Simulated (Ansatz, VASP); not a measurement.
## One calculation of BaTe, two programs

The input POSCAR:

```
BaTe
1.0
    0.0268772228      3.9410358890      3.9410358890
    3.9410358890      0.0268772228      3.9410358890
    3.9410358890      3.9410358890      0.0268772228
Ba Te
1 1
Direct
    0.0006499777      0.0006499777      0.0006499777
    0.2493500223      0.2493500223      0.2493500223
```

INCAR.step1

```
SYSTEM = BaTe
PREC = Accurate
ENCUT = 520
EDIFF = 1E-5
ISMEAR = 0
SIGMA = 0.01
LREAL = .False.
LASPH = .True.
NELM = 60
ALGO = Normal
ISIF = 2
LWAVE = .True.
LCHARG = .False.
NBANDS = 15
GGA = PE
```

INCAR.step2

```
SYSTEM = BaTe
PREC = Accurate
ENCUT = 520
EDIFF = 1E-7
ISMEAR = 0
SIGMA = 0.01
LREAL = .False.
LASPH = .True.
NELM = 60
ALGO = Normal
ISIF = 2
LWAVE = .False.
LCHARG = .False.
GGA = PE
LHFCALC = .True.
HFSCREEN = 0.2079
PRECFOCK = Normal
NBANDS = 15
ISTART = 1
```

File KPOINTS:

```
Automatic mesh
0
Gamma
  4 4 4
  0 0 0
```

Input for Ansatz:

```yaml
crystal:
  lattice:
    - [0.0268772228, 3.941035889, 3.941035889]
    - [3.941035889, 0.0268772228, 3.941035889]
    - [3.941035889, 3.941035889, 0.0268772228]
  atoms:
    - { symbol: Ba, position: [0.0006499777, 0.0006499777, 0.0006499777] }
    - { symbol: Te, position: [0.2493500223, 0.2493500223, 0.2493500223] }
kpoints:
  mp_grid: { grid: [4, 4, 4] }
  band_path:
    path:
      - [0.0, 0.0, 0.0]
      - [-0.5, -0.5, 0.0]
      - [-0.375, -0.375, 0.25]
      - [-0.375, 0.0, 0.375]
      - [0.0, 0.0, 0.5]
      - [-0.5, -0.25, 0.25]
    npoints: 1
hamiltonian:
  xc: hse06
scf:
  occupations: { method: fixed }
  n_extra_bands: 4
output:
  forces: true
  stress: true
  eigenvalues: true
```

Change from the starting cell: shear_111 strain +1.0%.

Alike in both runs: task single point; functional HSE06; k mesh 4 × 4 × 4; no spin polarisation.

|  | VASP | Ansatz |
| --- | --- | --- |
| version | VASP 6.6.1 | Ansatz 0.2.0 |
| potentials or method | VASP PAW PBE potentials, release 64 (Ba_sv, Te) | plane waves, PAW |
| plane-wave cutoff (eV) | 520 | 420 |
| occupations | gaussian, width 0.01 eV | fixed |
| valence electrons in the cell | 16 | 26 |

Ansatz gave:

```
gap on the k mesh at the Fermi level (eV) : 3.29
pressure (GPa)                            : -0.3
```

Q: Which values does VASP return?

A: gap on the k mesh at the Fermi level (eV): 3.27; pressure (GPa): -0.2.

VASP's potentials hold 16 valence electrons a cell and Ansatz's 26, so a difference there can come from the potentials and not from the codes. Ansatz's warnings: stress exchange threshold loose, stress scf threshold loose.

Spin-orbit coupling is off throughout.
